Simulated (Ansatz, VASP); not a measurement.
## Bi in VASP and in Ansatz

```xyz
2
Lattice="3.6791 0.0000 0.0000 -1.8395 3.1862 0.0000 0.0000 0.0000 5.5718" Properties=species:S:1:pos:R:3 pbc="T T T"
Bi    0.0000    2.1241    1.3930
Bi    1.8395    1.0621    4.1789
```

Alike in both runs: functional PBE; k mesh 13 × 13 × 7; occupations fermi-dirac, width 0.05 eV; no spin polarisation.

Ansatz relaxed the structure, and its values are those at the end. VASP's run is a single point on that final structure, the one shown.

```csv
,VASP,Ansatz
version,VASP 6.6.1,Ansatz 0.2.0
potentials or method,"VASP PAW PBE potentials, release 64 (Bi_d), cutoff 520 eV","all-electron LAPW, non-relativistic"
```

|  | VASP | Ansatz | Ansatz less VASP |
| --- | --- | --- | --- |
| pressure (GPa) | -1.5 | 0.0 | +1.53 |

Ansatz ran all-electron here, and VASP with PAW potentials.

Neither program's run includes spin-orbit coupling.
